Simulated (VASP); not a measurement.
# SnSe2 (P-3m1) in VASP: further runs

Runs on SnSe2. Level: PBE. Tasks: single point.

Everything below comes from runs of VASP 6.6.1. Logs are shortened: lines on timing, memory, paths and dates and some standing lists are left out, and cuts for length are marked.

**1. The cell of the first run**

The structure is trigonal, space group P-3m1 (No. 164). Conventional cell: a = 3.811 Å, b = 3.811 Å, c = 6.136 Å, α = 90.00°, β = 90.00°, γ = 120.00°. Within 3.5 Å of Sn (site symmetry -3m) lie 6 Se at 2.68 Å. Se (site symmetry 3m) has 3 Sn at 2.68 Å within 3.5 Å.

**2. Single point, PBE**

File INCAR:

```
SYSTEM = SnSe2
PREC = Accurate
ENCUT = 500
EDIFF = 1E-6
ISMEAR = -1
SIGMA = 0.03
LREAL = .FALSE.
LASPH = .TRUE.
NELM = 120
ALGO = Normal
ISIF = 2
LWAVE = .FALSE.
LCHARG = .FALSE.
GGA = PE
NBANDS = 20
GGA_COMPAT = .FALSE.
```

File KPOINTS:

```
Automatic mesh
0
G
  4 4 2
  0 0 0
```

File POSCAR:

```
SnSe2
1.0
    3.8110000000      0.0000000000      0.0000000000
   -1.9055000000      3.3004228138      0.0000000000
    0.0000000000      0.0000000000      6.1360000000
Sn Se
1 2
Direct
    0.0000000000      0.0000000000      0.0000000000
    0.6666666667      0.3333333333      0.7510000000
    0.3333333333      0.6666666667      0.2490000000
```

Potentials or basis: VASP PAW PBE potentials, release 64 (Sn_d, Se).

On the command line:

```console
cat potpaw_PBE.64/Sn_d/POTCAR potpaw_PBE.64/Se/POTCAR > POTCAR
mpirun -np 1 vasp_std > vasp.out
```

OUTCAR:

```text
SYSTEM = SnSe2
   PREC = Accurate
   ENCUT = 500
   EDIFF = 1E-6
   ISMEAR = -1
   LREAL = .FALSE.
   LASPH = .TRUE.
   NELM = 120
   ISIF = 2
   GGA = PE

 ion  position               nearest neighbor table
   1  0.000  0.000  0.000-   2 2.68   3 2.68   3 2.68   2 2.68   2 2.68   3 2.68
   2  0.667  0.333  0.751-   1 2.68   1 2.68   1 2.68
   3  0.333  0.667  0.249-   1 2.68   1 2.68   1 2.68

  LATTYP: Found a hexagonal cell.
 ALAT       =     3.8110000000
 C/A-ratio  =     1.6100760955

  Lattice vectors:

 A1 = (   3.8110000000,   0.0000000000,   0.0000000000)
 A2 = (  -1.9055000000,   3.3004228138,   0.0000000000)
 A3 = (   0.0000000000,   0.0000000000,   6.1360000000)

Analysis of symmetry for initial positions (statically):
=====================================================================
 Subroutine PRICEL returns:
 Original cell was already a primitive cell.

 Routine SETGRP: Setting up the symmetry group for a
 hexagonal supercell.

 Subroutine GETGRP returns: Found 12 space group operations
 (whereof 12 operations were pure point group operations)
 out of a pool of 24 trial point group operations.

The static configuration has the point symmetry D_3d.

Analysis of symmetry for dynamics (positions and initial velocities):
=====================================================================
 Subroutine PRICEL returns:
 Original cell was already a primitive cell.

 Routine SETGRP: Setting up the symmetry group for a
 hexagonal supercell.

 Subroutine GETGRP returns: Found 12 space group operations
 (whereof 12 operations were pure point group operations)
 out of a pool of 24 trial point group operations.

The dynamic configuration has the point symmetry D_3d.

 Subroutine INISYM returns: Found 12 space group operations
 (whereof 12 operations are pure point group operations),
 and found     1 'primitive' translations

----------------------------------------------------------------------------------------

                                     Primitive cell

  volume of cell :      77.1781

  direct lattice vectors                    reciprocal lattice vectors
     3.811000000  0.000000000  0.000000000     0.262398321  0.151495741  0.000000000
    -1.905500000  3.300422814  0.000000000     0.000000000  0.302991482  0.000000000
     0.000000000  0.000000000  6.136000000     0.000000000  0.000000000  0.162972621

  length of vectors
     3.811000000  3.811000000  6.136000000     0.302991482  0.302991482  0.162972621

  position of ions in fractional coordinates (direct lattice)
     0.000000000  0.000000000  0.000000000
     0.666666667  0.333333333  0.751000000
     0.333333333  0.666666667  0.249000000

  ion indices of the primitive-cell ions
   primitive index   ion index
                 1           1
                 2           2
                 3           3

----------------------------------------------------------------------------------------

 KPOINTS: Automatic mesh

Automatic generation of k-mesh.
 Grid dimensions read from file:
 generate k-points for:    4    4    2

 Generating k-lattice:

  Cartesian coordinates                     Fractional coordinates (reciprocal lattice)
     0.065599580  0.037873935  0.000000000     0.250000000  0.000000000  0.000000000
     0.000000000  0.075747871  0.000000000     0.000000000  0.250000000  0.000000000
     0.000000000  0.000000000  0.081486310     0.000000000  0.000000000  0.500000000

  Length of vectors
     0.075747871  0.075747871  0.081486310

  Shift w.r.t. Gamma in fractional coordinates (k-lattice)
     0.000000000  0.000000000  0.000000000

 Subroutine IBZKPT returns following result:
 ===========================================

 Found      8 irreducible k-points:

 Following reciprocal coordinates:
            Coordinates               Weight
  0.000000  0.000000  0.000000      1.000000
  0.250000 -0.000000  0.000000      6.000000
  0.500000 -0.000000  0.000000      3.000000
  0.250000  0.250000  0.000000      6.000000
  0.000000  0.000000  0.500000      1.000000
  0.250000 -0.000000  0.500000      6.000000
  0.500000 -0.000000  0.500000      3.000000
  0.250000  0.250000  0.500000      6.000000
   k-points           NKPTS =      8   k-points in BZ     NKDIM =      8   number of bands    NBANDS=     20
   number of dos      NEDOS =    301   number of ions     NIONS =      3
   total plane-waves  NPLWV =  37632
   dimension x,y,z NGX =    28 NGY =   28 NGZ =   48
   dimension x,y,z NGXF=    56 NGYF=   56 NGZF=   96
   ions per type =               1   2
   NGX,Y,Z   is equivalent  to a cutoff of  12.21, 12.21, 13.00 a.u.
   NGXF,Y,Z  is equivalent  to a cutoff of  24.43, 24.43, 26.01 a.u.
 SYSTEM =  SnSe2
   PREC   = accura    normal or accurate (medium, high low for compatibility)
   ISTART =      0    job   : 0-new  1-cont  2-samecut
   ICHARG =      2    charge: 1-file 2-atom 10-const
   ISPIN  =      1    spin polarized calculation?
   LNONCOLLINEAR =      F non collinear calculations
   LSORBIT =      F    spin-orbit coupling
   LASPH  =      T    aspherical Exc in radial PAW
   ENCUT  =  500.0 eV  36.75 Ry    6.06 a.u.   6.95  6.95 11.19*2*pi/ulx,y,z
   NELM   =    120;   NELMIN=  2; NELMDL= -5     # of ELM steps
   EDIFF  = 0.1E-05   stopping-criterion for ELM
   LREAL  =      F    real-space projection
   EDIFFG = 0.1E-04   stopping-criterion for IOM
   NSW    =      0    number of steps for IOM
   IBRION =     -1    ionic relax: 0-MD 1-quasi-New 2-CG
   NFREE  =      0    steps in history (QN), initial steepest desc. (CG)
   ISIF   =      2    stress and relaxation
   ISYM   =      2    0-nonsym 1-usesym 2-fastsym
   POTIM  = 0.5000    time-step for ionic-motion
   TEBEG  =    0.0;   TEEND  =   0.0 temperature during run
   PSTRESS=    0.0 pullay stress
   NELECT =      26.0000    total number of electrons
   NUPDOWN=      -1.0000    fix difference up-down
   EMIN   =  10.00;   EMAX   =-10.00  energy-range for DOS
   EFERMI =   0.00;   METHOD = LEGACY
   ISMEAR =    -1;   SIGMA  =   0.03  broadening in eV -4-tet -1-fermi 0-gaus
   EFERMI_NEDOS =   21; number of points for ismear=-14 and -15
   IALGO  =     38    algorithm
   IMIX   =      4    mixing-type and parameters
     AMIX     =   0.40;   BMIX     =  1.00
     AMIX_MAG =   1.60;   BMIX_MAG =  1.00
  volume/ion in A,a.u.               =      25.73       173.61
  Fermi-wavevector in a.u.,A,eV,Ry     =   1.139116  2.152617 17.654722  1.297585
  Thomas-Fermi vector in A             =   2.275820
   LORBIT       =      0    0 simple, 1 ext, 2 COOP (PROOUT), +10 PAW based schemes
   GGA     = PE    functional components
   LHFCALC =     F    Hartree Fock is set to
   AEXX    =    0.0000 exact exchange contribution
   IVDW    =     0    specifies the selected vdW correction
   LEPSILON=     F    determine dielectric tensor
   LRPA    =     F    only Hartree local field effects (RPA)
 non-spin polarized calculation
  energy-cutoff  :      500.00
  volume of cell :       77.18
 maximum number of plane-waves:      1977
 NGX is ok and might be reduce to    28
   NGX = 13   NGY = 13   NGZ = 23

 number of electron      26.0000006 magnetization

 Free energy of the ion-electron system (eV)
  ---------------------------------------------------
  ext. energy  EPLUGINS =         0.00000000
  ---------------------------------------------------
  free energy    TOTEN  =       -11.65474910 eV

  energy without entropy =      -11.65474905  energy(sigma->0) =      -11.65474908

 E-fermi :   4.6045     XC(G=0):  -9.4453

 val. band max:        4.1838908784   @ k =   0.0000   0.0000   0.0000
 cond. band min:       5.0553891701   @ k =   0.5000  -0.0000   0.5000
 fundamental gap:      0.8714982917
 Fermi energy:         4.6044551837

 k-point     1 :       0.0000    0.0000    0.0000
  band No.  band energies     occupation
      1     -17.0982      2.00000
      2     -17.0982      2.00000
      3     -17.0665      2.00000
      4     -17.0476      2.00000
      5     -17.0476      2.00000
      6      -9.8122      2.00000
      7      -8.0270      2.00000
      8      -1.8767      2.00000
      9       3.4882      2.00000
     10       3.4882      2.00000
     11       3.7973      2.00000
     12       3.7973      2.00000
     13       4.1839      2.00000
     14       5.2720      0.00000
     15       7.1242      0.00000
     16       8.8190      0.00000
     17       8.8190      0.00000
     18      12.3081      0.00000
     19      13.1202      0.00000
     20      13.1202      0.00000

 k-point     2 :       0.2500   -0.0000    0.0000
  band No.  band energies     occupation
      1     -17.1283      2.00000
      2     -17.0854      2.00000
      3     -17.0613      2.00000
      4     -17.0459      2.00000
      5     -17.0382      2.00000
      6      -9.2088      2.00000
      7      -7.6887      2.00000
      8      -2.0066      2.00000
      9       0.5801      2.00000
     10       1.8441      2.00000
     11       2.1935      2.00000
     12       3.9745      2.00000
     13       4.0563      2.00000
     14       6.1854      0.00000
     15       8.1372      0.00000
     16       9.6003      0.00000
     17       9.9074      0.00000
     18      10.7923      0.00000
     19      12.3852      0.00000
     20      13.8067      0.00000

 k-point     3 :       0.5000   -0.0000    0.0000
  band No.  band energies     occupation
      1     -17.1606      2.00000
      2     -17.0819      2.00000
      3     -17.0700      2.00000
      4     -17.0279      2.00000
      5     -17.0192      2.00000
      6      -8.1446      2.00000
      7      -7.5884      2.00000
      8      -3.0388      2.00000
      9      -0.2970      2.00000
     10       1.2789      2.00000
     11       1.5026      2.00000
     12       2.9887      2.00000
     13       3.8850      2.00000
     14       5.3368      0.00000
     15       7.9762      0.00000
     16       9.6342      0.00000
     17       9.6685      0.00000
     18      11.4569      0.00000
     19      14.1942      0.00000
     20      14.8293      0.00000

 k-point     4 :       0.2500    0.2500    0.0000
  band No.  band energies     occupation
      1     -17.1382      2.00000
      2     -17.1005      2.00000
      3     -17.0536      2.00000
      4     -17.0436      2.00000
      5     -17.0245      2.00000
      6      -8.2434      2.00000
      7      -7.4720      2.00000
      8      -2.9462      2.00000
      9       0.1312      2.00000
     10       0.6088      2.00000
     11       1.6954      2.00000
     12       2.3244      2.00000
     13       3.3897      2.00000
     14       5.9025      0.00000
     15      10.0355      0.00000
     16      10.4653      0.00000
     17      10.6298      0.00000
     18      10.9698      0.00000
     19      11.6153      0.00000
     20      14.0027      0.00000

 k-point     5 :       0.0000    0.0000    0.5000
  band No.  band energies     occupation
      1     -17.0982      2.00000
      2     -17.0982      2.00000
      3     -17.0663      2.00000
      4     -17.0476      2.00000
      5     -17.0476      2.00000
      6      -9.6416      2.00000
      7      -8.3650      2.00000
      8      -0.9511      2.00000
      9       2.1397      2.00000
     10       3.3982      2.00000
     11       3.3982      2.00000
     12       3.9503      2.00000
     13       3.9503      2.00000
     14       6.6267      0.00000
     15       7.0981      0.00000
     16       8.5480      0.00000
     17       8.5480      0.00000
     18      12.3554      0.00000
     19      12.5640      0.00000
     20      12.5640      0.00000

 k-point     6 :       0.2500   -0.0000    0.5000
  band No.  band energies     occupation
      1     -17.1284      2.00000
      2     -17.0854      2.00000
      3     -17.0613      2.00000
      4     -17.0458      2.00000
      5     -17.0382      2.00000
      6      -9.0495      2.00000
      7      -7.9613      2.00000
      8      -1.7794      2.00000
      9       0.7940      2.00000
     10       2.3410      2.00000
     11       2.4356      2.00000
     12       2.7678      2.00000
     13       3.7742      2.00000
     14       5.8982      0.00000
     15       8.6885      0.00000
     16       9.8836      0.00000
     17       9.9868      0.00000
     18      10.9793      0.00000
     19      12.6068      0.00000
     20      13.3530      0.00000

 k-point     7 :       0.5000   -0.0000    0.5000
  band No.  band energies     occupation
      1     -17.1608      2.00000
      2     -17.0820      2.00000
      3     -17.0701      2.00000
      4     -17.0277      2.00000
      5     -17.0192      2.00000
      6      -8.0493      2.00000
      7      -7.6631      2.00000
      8      -3.1718      2.00000
      9      -0.7417      2.00000
     10       1.6679      2.00000
     11       2.1945      2.00000
     12       3.3468      2.00000
     13       3.4945      2.00000
     14       5.0554      0.00000
     15       8.4436      0.00000
     16       9.0266      0.00000
     17      10.0173      0.00000
     18      10.5359      0.00000
     19      14.0491      0.00000
     20      14.9310      0.00000

 k-point     8 :       0.2500    0.2500    0.5000
  band No.  band energies     occupation
      1     -17.1384      2.00000
      2     -17.1006      2.00000
      3     -17.0536      2.00000
      4     -17.0435      2.00000
      5     -17.0244      2.00000
      6      -8.1354      2.00000
      7      -7.5873      2.00000
      8      -2.9294      2.00000
      9      -0.1909      2.00000
     10       0.4599      2.00000
     11       1.2793      2.00000
     12       3.4957      2.00000
     13       3.7387      2.00000
     14       6.5254      0.00000
     15       8.7419      0.00000
     16       9.6380      0.00000
     17      10.2839      0.00000
     18      11.5049      0.00000
     19      12.3967      0.00000
     20      12.8346      0.00000

------------------------ aborting loop because EDIFF is reached ----------------------------------------

  FORCE on cell =-STRESS in cart. coord.  units (eV):
  Direction    XX          YY          ZZ          XY          YZ          ZX
  --------------------------------------------------------------------------------------
  -------------------------------------------------------------------------------------
  Total        2.8724941      2.8724941      2.8691991      0.0000000     -0.0000000     -0.0000000
  in kB       59.6315164     59.6315164     59.5631135      0.0000000     -0.0000000     -0.0000000
  external PRESSURE =      59.6087154 kB  Pullay stress =       0.0000000 kB

 VOLUME and BASIS-vectors are now :
 -----------------------------------------------------------------------------
  energy-cutoff  :      500.00
  volume of cell :       77.18
      direct lattice vectors                 reciprocal lattice vectors
     3.811000000  0.000000000  0.000000000     0.262398321  0.151495741  0.000000000
    -1.905500000  3.300422814  0.000000000     0.000000000  0.302991482  0.000000000
     0.000000000  0.000000000  6.136000000     0.000000000  0.000000000  0.162972621

 POSITION                                       TOTAL-FORCE (eV/Angst)
 -----------------------------------------------------------------------------------
      0.00000      0.00000      0.00000        -0.000000      0.000000      0.000000
      1.90550      1.10014      4.60814        -0.000000     -0.000000     -0.759437
     -0.00000      2.20028      1.52786         0.000000      0.000000      0.759437
 -----------------------------------------------------------------------------------
    total drift:                                0.000000      0.000000     -0.000000

  FREE ENERGIE OF THE ION-ELECTRON SYSTEM (eV)
  ---------------------------------------------------
  free  energy   TOTEN  =       -11.6547491016 eV

  energy  without entropy=      -11.6547490492  energy(sigma->0) =      -11.65474908
```

Wall time 7.8 s (1 thread of Intel Xeon 6975P-C (Granite Rapids), shared host); peak memory 0.18 GiB.

What came out:

- Free energy: -11.6547 eV
- Pressure: 6.0 GPa
- Largest force: 0.759 eV/Å
- Band gap on the k mesh: 0.87 eV, indirect (least direct gap 1.09 eV)

Forces on the atoms (eV/Å):
```
Sn   0.000  0.000  0.000
Se   0.000  0.000 -0.759
Se   0.000  0.000  0.759
```

Caveat: the k points lie up to 0.51 Å⁻¹ apart; spin-orbit coupling is left out, which moves the levels of the heavy elements; this functional lacks dispersion, which binds the layers, so the pressure and a relaxed spacing across them are unreliable. A k mesh can miss the band edges.

**3. Single point, PBE**

File INCAR:

```
PREC = Accurate
ENCUT = 500
EDIFF = 1E-6
ISMEAR = -1
SIGMA = 0.05
LREAL = F
LASPH = T
NELM = 120
ALGO = Normal
ISIF = 2
LWAVE = F
LCHARG = F
GGA = PE
NBANDS = 20
GGA_COMPAT = F
```

File KPOINTS:

```
regular mesh
0
Gamma
  7 7 4
```

POSCAR is that of step 2.

Potentials or basis: VASP PAW PBE potentials, release 64 (Sn_d, Se).

On the command line:

```console
cat potpaw_PBE.64/Sn_d/POTCAR potpaw_PBE.64/Se/POTCAR > POTCAR
mpirun -np 1 vasp_std > vasp.out
```

Run time: 41 s. Hardware: 1 thread of Intel Xeon 8259CL, shared host; peak memory 0.2 GiB.

The run converged. Its results:

| Property | Result |
| --- | --- |
| Free energy | -11.7438 eV |
| Pressure | 5.6 GPa |
| Largest force | 0.802 eV/Å |
| Band gap on the k mesh | 0.81 eV, indirect (least direct gap 1.09 eV) |

Forces in eV/Å, atoms in the order of the input:
```
Sn   0.000  0.000  0.000
Se   0.000  0.000 -0.802
Se   0.000  0.000  0.802
```

Stress tensor (GPa, compression positive):
```
5.14 0.00 0.00
0.00 5.14 0.00
0.00 0.00 6.62
```

Levels at points of the mesh, in eV from the valence-band top:
| k point | band 11 | band 12 | band 13 | band 14 | band 15 | band 16 |
| --- | --- | --- | --- | --- | --- | --- |
| (0.00, 0.00, 0.00) | -0.39 | -0.39 | 0.00 | 1.09 | 2.95 | 4.64 |
| (0.00, 0.00, 0.50) | -0.79 | -0.24 | -0.24 | 2.45 | 2.92 | 4.37 |

Caveat: spin-orbit coupling is left out, which moves the levels of the heavy elements; this functional lacks dispersion, which binds the layers, so the pressure and a relaxed spacing across them are unreliable. A k mesh can miss the band edges.
